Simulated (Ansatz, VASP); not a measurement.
Two plane-wave programs on Sn

INCAR

```
ALGO = Normal
EDIFF = 1E-6
ENCUT = 500
GGA = PE
GGA_COMPAT = False
ISIF = 2
ISMEAR = 0
LASPH = True
LCHARG = False
LREAL = False
LWAVE = False
NBANDS = 13
NELM = 120
PREC = Accurate
SIGMA = 0.1
```

Contents of KPOINTS:

```
k-points
0
Gamma
  6 6 6
```

POSCAR

```
Sn
1.0
   -1.8946518192      1.8946518192      1.8946518192
    1.8946518192     -1.8946518192      1.8946518192
    1.8946518192      1.8946518192     -1.8946518192
Sn
1
Direct
    0.1850000000      0.3640000000      0.5520000000
```

Input for Ansatz:

```yaml
crystal:
  lattice:
    - [-1.8946518192, 1.8946518192, 1.8946518192]
    - [1.8946518192, -1.8946518192, 1.8946518192]
    - [1.8946518192, 1.8946518192, -1.8946518192]
  atoms:
    - { symbol: Sn, position: [0.185, 0.364, 0.552] }
basis:
  ecutwfc: 420
kpoints:
  mp_grid: { grid: [6, 6, 6] }
hamiltonian:
  xc: pbe
scf:
  occupations: { method: gaussian, width: 0.1 }
output:
  forces: true
  stress: true
  eigenvalues: true
```

Alike in both runs: task single point; functional PBE; k mesh 6 × 6 × 6; occupations gaussian, width 0.1 eV; no spin polarisation.

```csv
,VASP,Ansatz
version,VASP 6.6.1,Ansatz 0.2.0
potentials or method,"VASP PAW PBE potentials, release 64 (Sn_d), cutoff 500 eV","scalar-relativistic, plane waves, PAW"
valence electrons in the cell,14,14
```

|  | VASP | Ansatz | Ansatz less VASP |
| --- | --- | --- | --- |
| gap on the k mesh at the Fermi level (eV) | none | none | - |
| pressure (GPa) | 0.7 | 0.7 | +0.07 |

A gap of «none» marks a metal or a gap that the smearing closes.

The k mesh is coarse, so the values compare programs but aren't converged.
